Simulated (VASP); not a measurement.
Write the native input for VASP 6.6.1 that does the following.

```yaml
Task: relaxation of cell and atoms
Functional: PBE
Potentials_or_basis: VASP PAW PBE potentials, release 64 (Mg, Se)
Cutoff: 600 eV
k_mesh: 3 × 3 × 4
Occupations: gaussian, width 0.2 eV
Spin: no spin polarisation
Dipole_correction: no
Further_INCAR_settings: ALGO = Normal; EDIFF = 1e-06; IBRION = 2; EDIFFG = -0.08; NSW = 36; ISIF = 3
```

The structure of Mg5Se2 lies in POSCAR:

```
Mg5Se2
1.0
    4.8009842900     -3.7931906200      0.0000000000
    4.8009842900      3.7931906200      0.0000000000
   -2.1549358400      0.0000000000      4.2358165400
Mg Se
5 2
Direct
    0.0000000000      0.0000000000      0.0000000000
    0.8546044800      0.3299162400      0.7589607400
    0.6700837600      0.1453955200      0.2410392600
    0.1453955200      0.6700837600      0.2410392600
    0.3299162400      0.8546044800      0.7589607400
    0.3183742800      0.3183742800      0.6413964200
    0.6816257200      0.6816257200      0.3586035800
```

The cell was built from a structure type or drawn by symmetry, and may not be a known phase.

These files were run (other wordings do the same):

INCAR

```
PREC = Accurate
ENCUT = 600
EDIFF = 1E-6
ISMEAR = 0
SIGMA = 0.2
LREAL = F
LASPH = T
NELM = 80
ALGO = Normal
ISIF = 3
LWAVE = F
LCHARG = F
GGA = PE
IBRION = 2
NSW = 36
EDIFFG = -0.08
```

KPOINTS

```
regular mesh
0
Gamma
  3 3 4
```

Potentials or basis: VASP PAW PBE potentials, release 64 (Mg, Se).

The run is started by

```bash
$ cat potpaw_PBE.64/Mg/POTCAR potpaw_PBE.64/Se/POTCAR > POTCAR
$ mpirun -np 1 vasp_std > vasp.out
```

It gave:

```
Relaxed volume                        : 23.71 Å³/atom
Relaxed cell                          : a = 7.163 Å, b = 7.163 Å, c = 3.757 Å, α = 100.72°, β = 100.72°, γ = 61.88°
Space group after relaxing (to 0.1 Å) : C2/m (No. 12)
Energy gained by relaxing             : 777.7 meV/atom
Ionic steps                           : 36
Pressure after relaxing               : 0.2 GPa
Largest force after relaxing          : 0.047 eV/Å
Band gap on the k mesh                : zero (bands 11 and 12 overlap by 0.85 eV)
```

Caveat: the k points lie up to 0.43 Å⁻¹ apart in the final cell, too coarse for converged energies and pressures of a metal; a cell axis changed by over 15 % at a fixed basis, so the end point is rough; the relaxation stopped at a loose force limit of 0.08 eV/Å, so its end isn't a converged minimum.

Wall time 9.8 min on 1 thread of Intel(R) Xeon(R) 6975P-C (Granite Rapids), with other jobs on the host, peak memory 0.33 GiB.
